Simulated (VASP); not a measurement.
Wanted: the native input for a VASP 6.6.1 run.

```
Task                   : single point
Functional             : PBE
Potentials or basis    : VASP PAW PBE potentials, release 64 (Te, Be)
Cutoff                 : 600 eV
k mesh                 : 8 × 8 × 8
Occupations            : fermi-dirac, width 0.05 eV
Spin                   : no spin polarisation
Dipole correction      : no
Further INCAR settings : ALGO = Normal; EDIFF = 1e-06; NBANDS = 11
```

The structure of BeTe lies in POSCAR:

```
BeTe
1.0
    0.0000000000      2.7700000000      2.7700000000
    2.8808000000      0.0000000000      2.7700000000
    2.8808000000      2.7700000000      0.0000000000
Te Be
1 1
Direct
    0.7500000000      0.7500000000      0.7500000000
    0.0000000000      0.0000000000      0.0000000000
```

One way to write it, as run:

INCAR

```
ALGO = Normal
EDIFF = 1E-6
ENCUT = 600
GGA = PE
GGA_COMPAT = F
ISIF = 2
ISMEAR = -1
LASPH = T
LCHARG = F
LREAL = F
LWAVE = F
NBANDS = 11
NELM = 120
PREC = Accurate
SIGMA = 0.05
```

KPOINTS

```
k-points
0
Gamma
  8 8 8
```

Potentials or basis: VASP PAW PBE potentials, release 64 (Te, Be).

Launch:

```console
$ cat potpaw_PBE.64/Te/POTCAR potpaw_PBE.64/Be/POTCAR > POTCAR
$ mpirun -np 1 vasp_std > vasp.out
```

Results of the run:

```yaml
Pressure: 1.8 GPa
Band_gap_on_the_k_mesh: 1.79 eV, indirect (least direct gap 3.51 eV)
```

Caveat: spin-orbit coupling is left out, which moves the levels of the heavy elements.

Run time: 28 s on 1 thread of Intel(R) Xeon(R) Platinum 8259CL CPU @ 2.50GHz (Skylake/Cascade Lake), on a shared host, peak memory 0.19 GiB.
